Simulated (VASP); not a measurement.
Crystal: CsI.

```
Cs I
1.0
     4.60814    0.00000    0.00000
     0.00000    4.60814    0.00000
     0.00000    0.00000    4.60814
Cs I
1 1
Direct
  0.00000 0.00000 0.00000
  0.50000 0.50000 0.50000
```

Base run:

```yaml
Program: VASP 6.6.1
Functional: PBE
Potentials_or_basis: VASP PAW PBE potentials, release 64 (Cs_sv, I)
Cutoff: 500 eV
k_mesh: 4 × 4 × 4
Occupations: gaussian, width 0.01 eV
Spin: no spin polarisation
```

Its results: band gap on the k mesh 3.79 eV (least direct gap 3.88 eV); pressure 0.5 GPa.

**Question.** After a change of settings the same cell gave: band gap on the k mesh 3.45 eV (least direct gap 3.54 eV); pressure -1.6 GPa. Which change was it?
A. functional from PBE to HSE06; cutoff from 500 eV to 400 eV
B. functional from PBE to r2SCAN; cutoff from 500 eV to 550 eV
C. functional from PBE to LDA; potentials or basis from VASP PAW PBE potentials, release 64 (Cs_sv, I) to VASP PAW LDA potentials, release 64 (Cs_sv, I)

**Answer.** C.

Caveats: spin-orbit coupling is left out, which moves the levels of the heavy elements.
